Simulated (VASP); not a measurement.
# Mg8HO8 (a cell with a defect) in VASP: a series of runs

The runs below take Mg8HO8 (a cell with a defect) through single point, with PBE.

Everything below comes from runs of VASP 6.6.1. Logs are shortened: lines on timing, memory, paths and dates and some standing lists are left out, and cuts for length are marked.

## Step 1: The cell of the first run

The cell holds a defect, 17 atoms: a = 5.932 Å, b = 5.932 Å, c = 5.932 Å, α = 60.00°, β = 60.00°, γ = 60.00°.

## Step 2: Single point, PBE

The input, INCAR:

```
SYSTEM = Mg8HO8
ALGO = Normal
EDIFF = 1E-7
ENCUT = 520
GGA = PE
ISIF = 2
ISMEAR = 0
LASPH = .TRUE.
LCHARG = .TRUE.
LELF = .TRUE.
LREAL = Auto
LVHAR = .TRUE.
LWAVE = .FALSE.
NBANDS = 46
NELECT = 64.0
NELM = 100
PREC = Accurate
SIGMA = 0.02
```

The input, KPOINTS:

```
k-points
0
G
  2 2 2
  0 0 0
```

The input, POSCAR:

```
Mg8HO8
1.0
    0.0000000000      4.1948000000      4.1948000000
    4.1948000000      0.0000000000      4.1948000000
    4.1948000000      4.1948000000      0.0000000000
Mg O H
8 8 1
Direct
    0.0029879851     -0.0050374273     -0.0053323162
    0.0014543006      0.0016197435      0.4888703871
    0.0014483408      0.4891590779      0.0013346286
    0.0061566702      0.4897010585      0.4894080767
    0.4931314961     -0.0006109946     -0.0009127968
    0.4825047678      0.0279662916      0.4697039191
    0.4825121579      0.4700219319      0.0276525698
    0.5014026890      0.4978740345      0.4975770001
    0.2397990369      0.2456443692      0.2453337465
    0.2503404215      0.2482616573      0.7427536474
    0.2503467388      0.7430491323      0.2479654572
    0.2660420044      0.7457411557      0.7454364928
    0.7472822304      0.2465274864      0.2462237771
    0.7495687518      0.2457714313      0.7488061409
    0.7495618385      0.7491019834      0.2454782111
    0.7533893153      0.7468960380      0.7466419138
    0.6212994660      0.7188187756      0.7184959950
```

Potentials or basis: VASP PAW PBE potentials, release 64 (Mg, O, H).

Launch:

```sh
$ cat potpaw_PBE.64/Mg/POTCAR potpaw_PBE.64/O/POTCAR potpaw_PBE.64/H/POTCAR > POTCAR
$ mpirun -np 1 vasp_std > vasp.out
```

OUTCAR:

```text
SYSTEM = Mg8HO8
   EDIFF = 1E-7
   ENCUT = 520
   GGA = PE
   ISIF = 2
   ISMEAR = 0
   LASPH = .TRUE.
   LREAL = Auto
   NELECT = 64.0
   NELM = 100
   PREC = Accurate

 ion  position               nearest neighbor table
   1  0.003  0.995  0.995-  12 2.09  14 2.09  15 2.09  10 2.10  11 2.10  13 2.11   5 2.93   3 2.95
                             2 2.95   6 2.96   7 2.96   4 2.97   4 2.97   2 2.99   3 2.99   7 2.99
   2  0.001  0.002  0.489-   9 2.02  13 2.08  11 2.10  16 2.11  14 2.12  12 2.19   6 2.88   3 2.89
                             4 2.91   5 2.91   1 2.95   8 2.96   8 2.98   1 2.99   5 3.02   4 3.02
   3  0.001  0.489  0.001-   9 2.02  13 2.08  10 2.10  16 2.11  15 2.12  12 2.19   7 2.88   2 2.89
                             4 2.91   5 2.91   1 2.95   8 2.96   8 2.98   1 2.99   5 3.02   4 3.02
   4  0.006  0.490  0.489-   9 2.05  10 2.09  11 2.09  14 2.10  15 2.10  17 2.13  16 2.16   6 2.78
                             7 2.78   3 2.91   2 2.91   8 2.95   1 2.97   1 2.97   8 2.99   2 3.02
   5  0.493  0.999  0.999-   9 2.07  10 2.09  11 2.09  14 2.11  15 2.11  16 2.12   6 2.85   7 2.85
                             3 2.91   2 2.91   1 2.93   8 2.97   8 2.97   1 3.00   2 3.02   3 3.02
   6  0.483  0.028  0.470-  17 1.79   9 1.96  13 2.04  10 2.08  12 2.11  15 2.12  16 2.30   7 2.62
                             4 2.78   5 2.85   2 2.88   8 2.93   1 2.96   1 2.99   8 3.01   2 3.06
   7  0.483  0.470  0.028-  17 1.79   9 1.96  13 2.04  11 2.08  12 2.11  14 2.12  16 2.30   6 2.62
                             4 2.78   5 2.85   3 2.88   8 2.93   1 2.96   1 2.99   8 3.01   3 3.06
   8  0.501  0.498  0.498-  12 2.08  15 2.09  14 2.09  11 2.10  10 2.10  13 2.11   6 2.93   7 2.93
                             4 2.95   3 2.96   2 2.96   5 2.97   5 2.97   2 2.98   3 2.98   4 2.99
   9  0.240  0.246  0.245-   6 1.96   7 1.96   3 2.02   2 2.02   4 2.05   5 2.07
  10  0.250  0.248  0.743-   6 2.08   4 2.09   5 2.09   3 2.10   1 2.10   8 2.10
  11  0.250  0.743  0.248-   7 2.08   4 2.09   5 2.09   2 2.10   1 2.10   8 2.10
  12  0.266  0.746  0.745-   8 2.08   1 2.09   7 2.11   6 2.11   2 2.19   3 2.19
  13  0.747  0.247  0.246-   6 2.04   7 2.04   3 2.08   2 2.08   8 2.11   1 2.11
  14  0.750  0.246  0.749-   1 2.09   8 2.09   4 2.10   5 2.11   2 2.12   7 2.12
  15  0.750  0.749  0.245-   1 2.09   8 2.09   4 2.10   5 2.11   3 2.12   6 2.12
  16  0.753  0.747  0.747-  17 0.98   3 2.11   2 2.11   5 2.12   4 2.16   7 2.30   6 2.30
  17  0.621  0.719  0.718-  16 0.98   6 1.79   7 1.79   4 2.13

  LATTYP: Found a face centered cubic cell.
 ALAT       =     8.3896000000

  Lattice vectors:

 A1 = (   0.0000000000,   4.1948000000,   4.1948000000)
 A2 = (   4.1948000000,   0.0000000000,   4.1948000000)
 A3 = (   4.1948000000,   4.1948000000,   0.0000000000)

Analysis of symmetry for initial positions (statically):
=====================================================================
 Subroutine PRICEL returns:
 Original cell was already a primitive cell.

 Routine SETGRP: Setting up the symmetry group for a
 face centered cubic supercell.

 Subroutine GETGRP returns: Found  1 space group operations
 (whereof  1 operations were pure point group operations)
 out of a pool of 48 trial point group operations.

[... 145 lines left out ...]
   IMIX   =      4    mixing-type and parameters
     AMIX     =   0.40;   BMIX     =  1.00
     AMIX_MAG =   1.60;   BMIX_MAG =  1.00
  volume/ion in A,a.u.               =       8.68        58.60
  Fermi-wavevector in a.u.,A,eV,Ry     =   1.239025  2.341419 20.887448  1.535184
  Thomas-Fermi vector in A             =   2.373526
   LORBIT       =      0    0 simple, 1 ext, 2 COOP (PROOUT), +10 PAW based schemes
   GGA     = PE    functional components
   LHFCALC =     F    Hartree Fock is set to
   AEXX    =    0.0000 exact exchange contribution
   IVDW    =     0    specifies the selected vdW correction
   LEPSILON=     F    determine dielectric tensor
   LRPA    =     F    only Hartree local field effects (RPA)
 non-spin polarized calculation
 Gauss-broadening in eV      SIGMA  =   0.02
  energy-cutoff  :      520.00
  volume of cell :      147.63
 maximum number of plane-waves:      3996
 NGX is ok and might be reduce to    48
   NGX = 23   NGY = 23   NGZ = 23

 number of electron      63.9999999 magnetization

 Free energy of the ion-electron system (eV)
  ---------------------------------------------------
  ext. energy  EPLUGINS =         0.00000000
  ---------------------------------------------------
  free energy    TOTEN  =      -102.05594580 eV

  energy without entropy =     -102.05594580  energy(sigma->0) =     -102.05594580

 E-fermi :   3.5560     XC(G=0): -11.1090

 val. band max:        3.4261144238   @ k =   0.0000   0.0000   0.0000
 cond. band min:       7.7805213795   @ k =   0.0000   0.0000   0.0000
 fundamental gap:      4.3544069557
 Fermi energy:         3.5559980996

 k-point     1 :       0.0000    0.0000    0.0000
  band No.  band energies     occupation
      1     -16.5618      2.00000
      2     -13.6907      2.00000
      3     -12.7730      2.00000
      4     -12.5237      2.00000
      5     -12.3341      2.00000
      6     -12.3285      2.00000
[... 365 lines left out ...]
     43      14.8844      0.00000
     44      14.9776      0.00000
 [bands above 44 left out]

------------------------ aborting loop because EDIFF is reached ----------------------------------------

  FORCE on cell =-STRESS in cart. coord.  units (eV):
  Direction    XX          YY          ZZ          XY          YZ          ZX
  --------------------------------------------------------------------------------------
  -------------------------------------------------------------------------------------
  Total        0.2145333      3.3404641      3.3383286     -0.6790421     -3.8143271     -0.6771852
  in kB        2.3283133     36.2538067     36.2306300     -7.3695932    -41.3966067     -7.3494403
  external PRESSURE =      24.9375834 kB  Pullay stress =       0.0000000 kB

 VOLUME and BASIS-vectors are now :
 -----------------------------------------------------------------------------
  energy-cutoff  :      520.00
  volume of cell :      147.63
      direct lattice vectors                 reciprocal lattice vectors
     0.000000000  4.194800000  4.194800000    -0.119195194  0.119195194  0.119195194
     4.194800000  0.000000000  4.194800000     0.119195194 -0.119195194  0.119195194
     4.194800000  4.194800000  0.000000000     0.119195194  0.119195194 -0.119195194

 POSITION                                       TOTAL-FORCE (eV/Angst)
 -----------------------------------------------------------------------------------
      8.34610      4.18497      4.18620         0.021223     -0.001108     -0.001449
      2.05751      2.05681      0.01290         0.004348     -0.002878      0.011757
      2.05752      0.01167      2.05800         0.004391      0.012330     -0.002262
      4.10717      2.07880      2.08002        -0.026546      0.009014      0.009528
      8.38321      6.25956      6.26082         0.020188     -0.001812     -0.001941
      2.08763      3.99432      2.14132         0.033745     -0.024598      0.005835
[... 9 lines left out ...]
      6.26509      6.29233      6.29340         0.044802      0.090483      0.092896
      6.02925      5.62017      5.62153        -0.225658     -0.078352     -0.078659
 -----------------------------------------------------------------------------------
    total drift:                               -0.009135      0.002119      0.003236

  FREE ENERGIE OF THE ION-ELECTRON SYSTEM (eV)
  ---------------------------------------------------
  free  energy   TOTEN  =      -102.0559458044 eV

  energy  without entropy=     -102.0559458044  energy(sigma->0) =     -102.05594580
```

OSZICAR:

```text
N       E                     dE             d eps       ncg     rms          rms(c)
DAV:   1     0.314932967841E+03    0.31493E+03   -0.31972E+04   760   0.128E+03
DAV:   2    -0.918346731421E+02   -0.40677E+03   -0.39307E+03   934   0.277E+02
DAV:   3    -0.113504023582E+03   -0.21669E+02   -0.21556E+02   914   0.660E+01
DAV:   4    -0.113660294315E+03   -0.15627E+00   -0.15608E+00   904   0.633E+00
DAV:   5    -0.113661417641E+03   -0.11233E-02   -0.11229E-02   896   0.529E-01    0.199E+01
DAV:   6    -0.102169551944E+03    0.11492E+02   -0.43213E+01   864   0.300E+01    0.618E+00
DAV:   7    -0.102123246557E+03    0.46305E-01   -0.12387E+00   866   0.498E+00    0.401E+00
DAV:   8    -0.102070297407E+03    0.52949E-01   -0.33754E-01   904   0.390E+00    0.911E-01
DAV:   9    -0.102055746318E+03    0.14551E-01   -0.29877E-02   934   0.101E+00    0.352E-01
DAV:  10    -0.102055870499E+03   -0.12418E-03   -0.17352E-02   896   0.642E-01    0.155E-01
DAV:  11    -0.102055830089E+03    0.40410E-04   -0.12553E-03   896   0.214E-01    0.580E-02
DAV:  12    -0.102055952914E+03   -0.12282E-03   -0.32787E-04   888   0.941E-02    0.214E-02
DAV:  13    -0.102055946190E+03    0.67231E-05   -0.26228E-05   898   0.371E-02    0.724E-03
DAV:  14    -0.102055946623E+03   -0.43273E-06   -0.18226E-05   888   0.209E-02    0.643E-03
DAV:  15    -0.102055945885E+03    0.73824E-06   -0.18731E-06   906   0.793E-03    0.189E-03
DAV:  16    -0.102055945804E+03    0.80536E-07   -0.41310E-07   784   0.327E-03
   1 F= -.10205595E+03 E0= -.10205595E+03  d E =-.681158E-21
```

Run time: 1.7 min. Hardware: 1 thread of Intel Xeon Platinum 8488C (Sapphire Rapids), shared host; peak memory 0.33 GiB.

What came out:

```
Free energy   : -102.0559 eV
Largest force : 0.251 eV/Å
```

Forces on the atoms (eV/Å):
```
Mg   0.021 -0.001 -0.001
Mg   0.004 -0.003  0.012
Mg   0.004  0.012 -0.002
Mg  -0.027  0.009  0.010
Mg   0.020 -0.002 -0.002
Mg   0.034 -0.025  0.006
Mg   0.034  0.006 -0.025
Mg   0.004  0.000 -0.001
O    0.005 -0.008 -0.009
O    0.013 -0.002  0.001
O    0.014  0.000 -0.002
O    0.008 -0.003 -0.003
O    0.014  0.001  0.000
O    0.016 -0.002  0.005
O    0.017  0.005 -0.002
O    0.045  0.090  0.093
H   -0.226 -0.078 -0.079
```

Levels at points of the mesh, in eV from the Fermi level:
```tsv
k point	band 30	band 31	band 32	band 33	band 34	band 35
(0.00, 0.00, 0.00)	-0.19	-0.15	-0.13	4.22	6.53	7.76
(0.50, 0.00, 0.00)	-0.45	-0.43	-0.38	6.30	7.06	8.42
(0.00, 0.50, 0.00)	-0.46	-0.41	-0.39	5.77	7.11	8.47
(0.00, 0.00, 0.50)	-0.46	-0.41	-0.39	5.77	7.11	8.47
(0.50, 0.50, 0.50)	-0.45	-0.43	-0.37	6.53	7.05	8.32
(0.50, 0.50, 0.00)	-0.69	-0.67	-0.56	7.00	7.91	8.72
(0.00, 0.50, 0.50)	-0.61	-0.57	-0.49	6.52	8.04	8.78
(0.50, 0.00, 0.50)	-0.69	-0.67	-0.56	7.00	7.91	8.72
```

Caveat: the k points lie up to 0.65 Å⁻¹ apart; the cell carries a net charge on a neutralising background, which shifts energy and pressure; the cell is charged against a uniform background, so pressure and absolute levels hang on convention.

(Part 1 of 2 ends here.)
